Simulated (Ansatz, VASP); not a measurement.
AlN: VASP beside Ansatz

The input INCAR:

```
ALGO = Normal
EDIFF = 1E-6
ENCUT = 600
GGA = PE
GGA_COMPAT = F
ISIF = 2
ISMEAR = 0
LASPH = T
LCHARG = F
LREAL = F
LWAVE = F
NBANDS = 11
NELM = 120
PREC = Accurate
SIGMA = 0.012
```

The input KPOINTS:

```
k-points
0
Gamma
  11 11 11
```

POSCAR

```
AlN
1.0
    0.0000000000      2.0345180000      2.0345180000
    2.0345180000      0.0000000000      2.0345180000
    2.0345180000      2.0345180000      0.0000000000
Al N
1 1
Direct
    0.5000000000      0.5000000000      0.5000000000
    0.0000000000      0.0000000000      0.0000000000
```

File input.yaml:

```yaml
crystal:
  lattice:
    - [0.0, 2.034518, 2.034518]
    - [2.034518, 0.0, 2.034518]
    - [2.034518, 2.034518, 0.0]
  atoms:
    - { symbol: Al, position: [0.5, 0.5, 0.5] }
    - { symbol: "N", position: [0.0, 0.0, 0.0] }
hamiltonian:
  xc: pbe
  pseudopotentials: { kind: paw }
kpoints:
  mp_grid: { grid: [11, 11, 11] }
scf:
  occupations: { method: gaussian, width: 0.012 }
output:
  forces: true
  stress: true
  eigenvalues: true
```

Alike in both runs: task single point; functional PBE; k mesh 11 × 11 × 11; occupations gaussian, width 0.012 eV; no spin polarisation.

|  | VASP | Ansatz |
| --- | --- | --- |
| version | VASP 6.6.1 | Ansatz 0.2.0 |
| potentials or method | VASP PAW PBE potentials, release 64 (Al, N) | Ansatz PAW |
| plane-wave cutoff (eV) | 600 | 420 |
| valence electrons in the cell | 8 | 8 |

|  | VASP | Ansatz | Ansatz less VASP |
| --- | --- | --- | --- |
| gap on the k mesh at the Fermi level (eV) | 4.55 | 4.58 | +0.022 |
| least direct gap on the mesh (eV) | 5.41 | 5.40 | -0.011 |
| pressure (GPa) | -0.1 | 0.3 | +0.43 |

Noted on Ansatz's run: odd divisions of the mesh miss points on the zone boundary, where band edges often lie, so the gap on the mesh can be too wide.
